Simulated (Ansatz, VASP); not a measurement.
# One calculation of Ge, two programs

File INCAR:

```
PREC     = Accurate       # precision mode
ENCUT    = 520            # plane-wave cutoff, eV
EDIFF    = 1E-6           # SCF threshold, eV
ISMEAR   = -1             # smearing method
SIGMA    = 0.1            # smearing width, eV
LREAL    = F              # projectors in reciprocal space
LASPH    = T              # aspherical terms in the spheres
NELM     = 60             # most SCF steps
ALGO     = Normal         # electronic algorithm
ISIF     = 2              # what is computed and relaxed
LWAVE    = F              # write WAVECAR
LCHARG   = T              # write CHGCAR
LELF     = T              # ELF
LVHAR    = T            
NBANDS   = 36             # bands
```

File KPOINTS:

```
regular mesh
0
Gamma
  14 14 4
```

The input POSCAR:

```
Ge
1.0
    2.9685871506      0.0000000000      0.0000000000
   -1.4842935753      2.5708718857      0.0000000000
    0.0000000000      0.0000000000      9.4616432492
Ge
4
Direct
    0.0000000000      0.0000000000      0.0000000000
    1.0000000000      0.0000000000      0.5000000000
    0.3333333333      0.6666666667      0.2500000000
    0.6666666667      0.3333333333      0.7500000000
```

Input for Ansatz:

```yaml
crystal:
  lattice:
    - [2.9685871506, 0.0, 0.0]
    - [-1.4842935753, 2.5708718857, 0.0]
    - [0.0, 0.0, 9.4616432492]
  atoms:
    - { symbol: Ge, position: [0.0, 0.0, 0.0] }
    - { symbol: Ge, position: [1.0, 0.0, 0.5] }
    - { symbol: Ge, position: [0.3333333333, 0.6666666667, 0.25] }
    - { symbol: Ge, position: [0.6666666667, 0.3333333333, 0.75] }
hamiltonian:
  xc: lda
  pseudopotentials:
    kind: paw
    azcp:
      Ge: "pseudopotentials/Ge.paw.azcp"
basis:
  ecutwfc: 420
  fft_grid_basis: typed
kpoints:
  mp_grid: { grid: [14, 14, 4], shift: [0, 0, 0] }
magnetization:
  spin_polarized: false
scf:
  occupations: { method: fermi_dirac, width: 0.1 }
  lower_state_search: "off"
output:
  stress: true
```

Alike in both runs: task single point; functional LDA; k mesh 14 × 14 × 4; occupations fermi-dirac, width 0.1 eV; no spin polarisation.

```csv
,VASP,Ansatz
version,VASP 6.6.1,Ansatz 0.2.0
potentials or method,"VASP PAW LDA potentials, release 64 (Ge_d), cutoff 520 eV","plane waves (420 eV) with PAW, scalar-relativistic"
valence electrons in the cell,56,56
```

VASP gave:

- pressure (GPa): 0.4
- traceless stress, the component that is largest in VASP (GPa): 1.45

Problem. Which values does Ansatz return?

Solution. Pressure (GPa): 0.3; traceless stress, the component that is largest in VASP (GPa): 1.48.

Ansatz warns that its potentials were made for another functional, while VASP's fit it. LDA's correlation is that of Perdew and Zunger in VASP and of Perdew and Wang (1992) in Ansatz.
